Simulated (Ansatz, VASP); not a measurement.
One calculation of BeIr2, two programs

INCAR

```
SYSTEM = BeIr2
ALGO = Normal ; EDIFF = 1E-6
ENCUT = 560 ; GGA = PE
GGA_COMPAT = .FALSE. ; ISIF = 2
ISMEAR = 0 ; LASPH = .TRUE.
LCHARG = .TRUE. ; LELF = .TRUE.
LREAL = .FALSE. ; LVHAR = .TRUE.
LWAVE = .FALSE. ; NBANDS = 45
NELM = 120 ; PREC = Accurate
SIGMA = 0.1
```

The input KPOINTS:

```
k-points
0
G
  4 4 6
  0 0 0
```

POSCAR

```
BeIr2
1.0
    4.0729630385      0.0000000000      0.0000000000
    0.0000000000      4.9710199565      0.0000000000
    0.0000000000      0.0000000000      3.1032448440
Be Ir
2 4
Direct
    0.0000000000      0.0000000000      0.0000000000
    0.5000000000      0.5000000000      0.5000000000
    0.2004000000      0.3787000000      0.0000000000
    0.7996000000      0.6213000000      0.0000000000
    0.7004000000      0.1213000000      0.5000000000
    0.2996000000      0.8787000000      0.5000000000
```

Input for Ansatz:

```yaml
crystal:
  lattice:
    - [4.0729630385, 0.0, 0.0]
    - [0.0, 4.9710199565, 0.0]
    - [0.0, 0.0, 3.103244844]
  atoms:
    - { symbol: Be, position: [0.0, 0.0, 0.0] }
    - { symbol: Be, position: [0.5, 0.5, 0.5] }
    - { symbol: Ir, position: [0.2004, 0.3787, 0.0] }
    - { symbol: Ir, position: [0.7996, 0.6213, 0.0] }
    - { symbol: Ir, position: [0.7004, 0.1213, 0.5] }
    - { symbol: Ir, position: [0.2996, 0.8787, 0.5] }
basis:
  ecutwfc: 420
kpoints:
  mp_grid: { grid: [4, 4, 6] }
hamiltonian:
  xc: pbe
scf:
  occupations: { method: gaussian, width: 0.1 }
  lower_state_search: "off"
output:
  forces: true
  stress: true
  eigenvalues: true
```

Alike in both runs: task single point; functional PBE; k mesh 4 × 4 × 6; occupations gaussian, width 0.1 eV; no spin polarisation.

```csv
,VASP,Ansatz
version,VASP 6.6.1,Ansatz 0.2.0
potentials or method,"VASP PAW PBE potentials, release 64 (Be, Ir_sv_GW), cutoff 560 eV","scalar-relativistic, plane waves, PAW"
valence electrons in the cell,72,72
```

```csv
,VASP,Ansatz,Ansatz less VASP
gap on the k mesh at the Fermi level (eV),none,none,-
rms of the force components (eV/Å),6.336,6.258,-0.0781
```

Atom by atom the forces differ by 0.078 eV/Å (rms over components). A gap of «none» marks a metal or a gap that the smearing closes.

The k mesh is coarse, so the values compare programs but aren't converged. Neither program's run includes spin-orbit coupling.
